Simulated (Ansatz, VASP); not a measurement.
# One calculation of Ge, two programs

```
CELL_PARAMETERS angstrom
3.95872 0.00000 0.00000
-1.97936 3.42835 0.00000
0.00000 0.00000 6.53238
ATOMIC_POSITIONS crystal
Ge 0.33333 0.66667 0.06286
Ge 0.66667 0.33333 0.56286
Ge 0.66667 0.33333 0.93714
Ge 0.33333 0.66667 0.43714
```

Alike in both runs: functional LDA; k mesh 12 × 12 × 7; occupations gaussian, width 0.03 eV; no spin polarisation.

Ansatz relaxed the structure, and its values are those at the end. VASP's run is a single point on that final structure, the one shown.

```csv
,VASP,Ansatz
version,VASP 6.6.1,Ansatz 0.2.0
potentials or method,"VASP PAW LDA potentials, release 64 (Ge_d)","scalar-relativistic, plane waves, PAW"
plane-wave cutoff (eV),520,420
valence electrons in the cell,56,56
```

Ansatz gave:

| Property | Result |
| --- | --- |
| pressure (GPa) | 0.0 |

Question: Which values does VASP return?

Answer: Pressure (GPa): 0.1.

LDA's correlation is that of Perdew and Zunger in VASP and of Perdew and Wang (1992) in Ansatz.
